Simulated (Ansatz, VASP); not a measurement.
One calculation of ZnO, two programs

```xyz
2
Lattice="0.0000 2.1338 2.1338 2.1338 0.0000 2.1338 2.1338 2.1338 0.0000" Properties=species:S:1:pos:R:3 pbc="T T T"
Zn    0.0000    0.0000    0.0000
O     2.1338    2.1338    2.1338
```

Alike in both runs: task single point; functional PBE-based screened hybrid; k mesh 4 × 4 × 4; no spin polarisation.

|  | VASP | Ansatz |
| --- | --- | --- |
| version | VASP 6.6.1 | Ansatz 0.2.0 |
| potentials or method | VASP PAW PBE potentials, release 64 (Zn, O_h) | plane waves |
| plane-wave cutoff (eV) | 910 | 420 |
| occupations | gaussian, width 0.01 eV | fixed |
| valence electrons in the cell | 18 | 18 |

```tsv
	VASP	Ansatz	Ansatz less VASP
gap on the k mesh at the Fermi level (eV)	1.76	1.79	+0.025
```

VASP's potentials were made for PBE, not for PBE-based screened hybrid. Ansatz's warnings: stress exchange threshold loose, stress scf threshold loose.

The k mesh is coarse, so the values compare programs but aren't converged. Noted on VASP's run: the cutoff is short for stress, so the pressure is rough.
